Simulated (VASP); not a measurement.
Al, 4 atoms in the cell. Symmetry: C2/c, No. 15, monoclinic system. The conventional cell has a = 2.838 Å, b = 4.913 Å, c = 9.329 Å, α = 90.00°, β = 94.30°, γ = 90.00°. Al (site symmetry -1) has 12 Al at 2.76 to 2.94 Å within 3.6 Å. Al (site symmetry 2) has 12 Al at 2.76 to 2.94 Å within 3.6 Å.  This cell differs from its parent crystal: strain -0.0750 x Voigt [0, 0, 0, 0, 1, 0].

| Item | Value |
| --- | --- |
| Program | VASP 6.6.1 |
| Task | single point |
| Functional | PBEsol |
| Potentials or basis | VASP PAW PBE potentials, release 64 (Al) |
| Cutoff | 520 eV |
| k mesh | 18 × 18 × 6 |
| Occupations | gaussian, width 0.15 eV |
| Spin | no spin polarisation |
| Dipole correction | no |
| Further INCAR settings | ALGO = Fast; EDIFF = 1e-06; NBANDS = 14 |

Potentials or basis: VASP PAW PBE potentials, release 64 (Al).

Run with:

```bash
$ cat potpaw_PBE.64/Al/POTCAR > POTCAR
$ mpirun -np 1 vasp_std > vasp.out
```

Hardware: 1 thread of Intel(R) Xeon(R) 6975P-C (Granite Rapids), with other jobs on the host.

**Question.** Estimate the wall time of this run.

**Answer.** It took 2.6 min on 1 thread of Intel(R) Xeon(R) 6975P-C (Granite Rapids), on a shared host, peak memory 0.45 GiB. Counts: scf iterations 13, k points 524.
